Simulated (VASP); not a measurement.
# Ba (Im-3m) in VASP: a series of runs, part 2 of 2

VASP 6.6.1.

### Step 5. Single point, LDA (24.23 Å³/atom)

This run uses another cell than the first one, of 24.23 Å³/atom.

Input file INCAR:

```
PREC = Accurate
ENCUT = 520
EDIFF = 1E-6
ISMEAR = -1
SIGMA = 0.05
LREAL = False
LASPH = True
NELM = 100
ALGO = Normal
ISIF = 2
LWAVE = False
LCHARG = False
GGA = CA
NBANDS = 11
```

Input file KPOINTS:

```
Automatic mesh
0
Gamma
  11 11 11
```

Input file POSCAR:

```
Ba
1.0
   -1.8230033834      1.8230033834      1.8230033834
    1.8230033834     -1.8230033834      1.8230033834
    1.8230033834      1.8230033834     -1.8230033834
Ba
1
Direct
    0.0000000000      0.0000000000      0.0000000000
```

Potentials or basis: VASP PAW LDA potentials, release 64 (Ba_sv).

The run is started by

```sh
$ cat potpaw_LDA.64/Ba_sv/POTCAR > POTCAR
$ mpirun -np 1 vasp_std > vasp.out
```

OUTCAR:

```text
PREC = Accurate
   ENCUT = 520
   EDIFF = 1E-6
   ISMEAR = -1
   LREAL = False
   LASPH = True
   NELM = 100
   ISIF = 2
   GGA = CA

 ion  position               nearest neighbor table
   1  0.000  0.000  0.000-

  LATTYP: Found a body centered cubic cell.
 ALAT       =     3.6460067668

  Lattice vectors:

 A1 = (  -1.8230033834,   1.8230033834,   1.8230033834)
 A2 = (   1.8230033834,  -1.8230033834,   1.8230033834)
 A3 = (   1.8230033834,   1.8230033834,  -1.8230033834)

Analysis of symmetry for initial positions (statically):
=====================================================================
 Subroutine PRICEL returns:
 Original cell was already a primitive cell.

 Routine SETGRP: Setting up the symmetry group for a
 body centered cubic supercell.

 Subroutine GETGRP returns: Found 48 space group operations
 (whereof 48 operations were pure point group operations)
 out of a pool of 48 trial point group operations.

The static configuration has the point symmetry O_h .

Analysis of symmetry for dynamics (positions and initial velocities):
=====================================================================
 Subroutine PRICEL returns:
 Original cell was already a primitive cell.

 Routine SETGRP: Setting up the symmetry group for a
 body centered cubic supercell.

 Subroutine GETGRP returns: Found 48 space group operations
 (whereof 48 operations were pure point group operations)
 out of a pool of 48 trial point group operations.

The dynamic configuration has the point symmetry O_h .

 Subroutine INISYM returns: Found 48 space group operations
 (whereof 48 operations are pure point group operations),
 and found     1 'primitive' translations

----------------------------------------------------------------------------------------

                                     Primitive cell

  volume of cell :      24.2338

  direct lattice vectors                    reciprocal lattice vectors
    -1.823003383  1.823003383  1.823003383     0.000000000  0.274272667  0.274272667
     1.823003383 -1.823003383  1.823003383     0.274272667  0.000000000  0.274272667
     1.823003383  1.823003383 -1.823003383     0.274272667  0.274272667  0.000000000

  length of vectors
     3.157534482  3.157534482  3.157534482     0.387880126  0.387880126  0.387880126

  position of ions in fractional coordinates (direct lattice)
     0.000000000  0.000000000  0.000000000

  ion indices of the primitive-cell ions
   primitive index   ion index
                 1           1

----------------------------------------------------------------------------------------

 KPOINTS: Automatic mesh

Automatic generation of k-mesh.
 Grid dimensions read from file:
 generate k-points for:   11   11   11

 Generating k-lattice:

  Cartesian coordinates                     Fractional coordinates (reciprocal lattice)
     0.000000000  0.024933879  0.024933879     0.090909091  0.000000000  0.000000000
     0.024933879  0.000000000  0.024933879     0.000000000  0.090909091  0.000000000
     0.024933879  0.024933879  0.000000000     0.000000000  0.000000000  0.090909091

  Length of vectors
     0.035261830  0.035261830  0.035261830

  Shift w.r.t. Gamma in fractional coordinates (k-lattice)
     0.000000000  0.000000000  0.000000000

 Subroutine IBZKPT returns following result:
 ===========================================

 Found     56 irreducible k-points:

 Following reciprocal coordinates:
            Coordinates               Weight
  0.000000  0.000000  0.000000      1.000000
  0.090909  0.000000  0.000000     12.000000
  0.181818  0.000000  0.000000     12.000000
  0.272727  0.000000  0.000000     12.000000
  0.363636  0.000000  0.000000     12.000000
  0.454545  0.000000  0.000000     12.000000
[... 16 lines left out ...]
  0.272727  0.181818  0.090909     48.000000
  0.363636  0.181818  0.090909     24.000000
 [... further k-points ...]
   k-points           NKPTS =     56   k-points in BZ     NKDIM =     56   number of bands    NBANDS=     11
   number of dos      NEDOS =    301   number of ions     NIONS =      1
   total plane-waves  NPLWV =  13824
   dimension x,y,z NGX =    24 NGY =   24 NGZ =   24
   dimension x,y,z NGXF=    48 NGYF=   48 NGZF=   48
   ions per type =               1
   NGX,Y,Z   is equivalent  to a cutoff of  12.64, 12.64, 12.64 a.u.
   NGXF,Y,Z  is equivalent  to a cutoff of  25.27, 25.27, 25.27 a.u.
 SYSTEM =  unknown system
   PREC   = accura    normal or accurate (medium, high low for compatibility)
   ISTART =      0    job   : 0-new  1-cont  2-samecut
   ICHARG =      2    charge: 1-file 2-atom 10-const
   ISPIN  =      1    spin polarized calculation?
   LNONCOLLINEAR =      F non collinear calculations
   LSORBIT =      F    spin-orbit coupling
   LASPH  =      T    aspherical Exc in radial PAW
   ENCUT  =  520.0 eV  38.22 Ry    6.18 a.u.   5.87  5.87  5.87*2*pi/ulx,y,z
   NELM   =    100;   NELMIN=  2; NELMDL= -5     # of ELM steps
   EDIFF  = 0.1E-05   stopping-criterion for ELM
   LREAL  =      F    real-space projection
   EDIFFG = 0.1E-04   stopping-criterion for IOM
   NSW    =      0    number of steps for IOM
   IBRION =     -1    ionic relax: 0-MD 1-quasi-New 2-CG
   NFREE  =      0    steps in history (QN), initial steepest desc. (CG)
   ISIF   =      2    stress and relaxation
   ISYM   =      2    0-nonsym 1-usesym 2-fastsym
   POTIM  = 0.5000    time-step for ionic-motion
   TEBEG  =    0.0;   TEEND  =   0.0 temperature during run
   PSTRESS=    0.0 pullay stress
   NELECT =      10.0000    total number of electrons
   NUPDOWN=      -1.0000    fix difference up-down
   EMIN   =  10.00;   EMAX   =-10.00  energy-range for DOS
   EFERMI =   0.00;   METHOD = LEGACY
   ISMEAR =    -1;   SIGMA  =   0.05  broadening in eV -4-tet -1-fermi 0-gaus
   EFERMI_NEDOS =   21; number of points for ismear=-14 and -15
   IALGO  =     38    algorithm
   IMIX   =      4    mixing-type and parameters
     AMIX     =   0.40;   BMIX     =  1.00
     AMIX_MAG =   1.60;   BMIX_MAG =  1.00
  volume/ion in A,a.u.               =      24.23       163.54
  Fermi-wavevector in a.u.,A,eV,Ry     =   1.218804  2.303206 20.211240  1.485484
  Thomas-Fermi vector in A             =   2.354078
   LORBIT       =      0    0 simple, 1 ext, 2 COOP (PROOUT), +10 PAW based schemes
   GGA     = CA    functional components
   LHFCALC =     F    Hartree Fock is set to
   AEXX    =    0.0000 exact exchange contribution
   IVDW    =     0    specifies the selected vdW correction
   LEPSILON=     F    determine dielectric tensor
   LRPA    =     F    only Hartree local field effects (RPA)
 non-spin polarized calculation
  energy-cutoff  :      520.00
  volume of cell :       24.23
 maximum number of plane-waves:       678
   NGX = 11   NGY = 11   NGZ = 11

 number of electron      10.0000001 magnetization

 Free energy of the ion-electron system (eV)
  ---------------------------------------------------
  ext. energy  EPLUGINS =         0.00000000
  ---------------------------------------------------
  free energy    TOTEN  =        -0.71866422 eV

  energy without entropy =       -0.70631880  energy(sigma->0) =       -0.71249151

 E-fermi :   6.6210     XC(G=0): -11.3966

 val. band max:        6.6171090655   @ k =  -0.4545   0.4545   0.0909
 cond. band min:       6.6386703142   @ k =  -0.2727   0.4545   0.0909
 fundamental gap:      0.0215612487
 Fermi energy:         6.6209631956

 k-point     1 :       0.0000    0.0000    0.0000
  band No.  band energies     occupation
      1     -22.9394      2.00000
      2      -4.7059      2.00000
      3      -4.7059      2.00000
      4      -4.7059      2.00000
      5       5.6987      2.00000
      6       9.0350      0.00000
      7       9.0350      0.00000
      8       9.0350      0.00000
      9      12.3620      0.00000
     10      12.3620      0.00000
     11      16.1425      0.00000
[... 309 lines left out ...]
 k-point    24 :       0.3636    0.1818    0.0909
  band No.  band energies     occupation
      1     -21.4151      2.00000
      2      -9.4018      2.00000
      3      -7.5524      2.00000
      4      -6.0481      2.00000
      5       6.6060      1.14826
      6       7.8133      0.00000
      7      11.9913      0.00000
      8      13.8532      0.00000
      9      14.9564      0.00000
     10      18.1471      0.00000
     11      19.8140      0.00000

 [... further k-points ...]

------------------------ aborting loop because EDIFF is reached ----------------------------------------

  FORCE on cell =-STRESS in cart. coord.  units (eV):
  Direction    XX          YY          ZZ          XY          YZ          ZX
  --------------------------------------------------------------------------------------
  -------------------------------------------------------------------------------------
  Total        4.6959512      4.6959512      4.6959512      0.0000000     -0.0000000      0.0000000
  in kB      310.4643537    310.4643537    310.4643537      0.0000000     -0.0000000      0.0000000
  external PRESSURE =     310.4643537 kB  Pullay stress =       0.0000000 kB

 VOLUME and BASIS-vectors are now :
 -----------------------------------------------------------------------------
  energy-cutoff  :      520.00
  volume of cell :       24.23
      direct lattice vectors                 reciprocal lattice vectors
    -1.823003383  1.823003383  1.823003383     0.000000000  0.274272667  0.274272667
     1.823003383 -1.823003383  1.823003383     0.274272667  0.000000000  0.274272667
     1.823003383  1.823003383 -1.823003383     0.274272667  0.274272667  0.000000000

 POSITION                                       TOTAL-FORCE (eV/Angst)
 -----------------------------------------------------------------------------------
      0.00000      0.00000      0.00000         0.000000     -0.000000     -0.000000
 -----------------------------------------------------------------------------------
    total drift:                               -0.000000      0.000000      0.000000

  FREE ENERGIE OF THE ION-ELECTRON SYSTEM (eV)
  ---------------------------------------------------
  free  energy   TOTEN  =        -0.7186642175 eV

  energy  without entropy=       -0.7063188007  energy(sigma->0) =       -0.71249151
```

stdout:

```text
POSCAR found type information on POSCAR Ba
 POSCAR found :  1 types and       1 ions
 scaLAPACK will be used
 LDA part: xc-table for (Slater(with rela. corr.)+CA(PZ))
 , standard interpolation
 POSCAR, INCAR and KPOINTS ok, starting setup
 FFT: planning ... GRIDC
 FFT: planning ... GRID_SOFT
 FFT: planning ... GRID
 WAVECAR not read
 entering main loop
```

It took 19 s on 1 thread of AMD EPYC 7R43 (Zen 3), shared host; peak memory 0.1 GiB.

What came out:

| Property | Result |
| --- | --- |
| Free energy | -0.7187 eV |
| Pressure | 31.0 GPa |
| Band gap on the k mesh | zero (bands 5 and 6 overlap by 5.07 eV) |

Caveat: the cell stands under pressure; spin-orbit coupling is left out, which moves the levels of the heavy elements.

### Step 6. Summary

| task | cell | cutoff (eV) | gap on the mesh (eV) | pressure (GPa) |
| --- | --- | --- | --- | --- |
| single point | a = 4.120 Å, angles 109.5°, 1 atom | 520 | none | 0.1 |
| relaxation of cell and atoms | relaxed from a = 4.120 Å, angles 109.5°, 1 atom | 600 | none | 0.0 |
| single point | a = 3.158 Å, angles 109.5°, 1 atom | 520 | none | 31.0 |

Alike in all rows: level LDA; potentials or basis VASP PAW LDA potentials, release 64 (Ba_sv); no spin polarisation; k mesh 11 × 11 × 11; smearing fermi-dirac 0.05 eV.

Caveats: spin-orbit coupling is left out, which moves the levels of the heavy elements; the cell stands under pressure (at least some runs).

Total energies depend on the potentials used, so only differences within one code and one set of settings carry meaning.
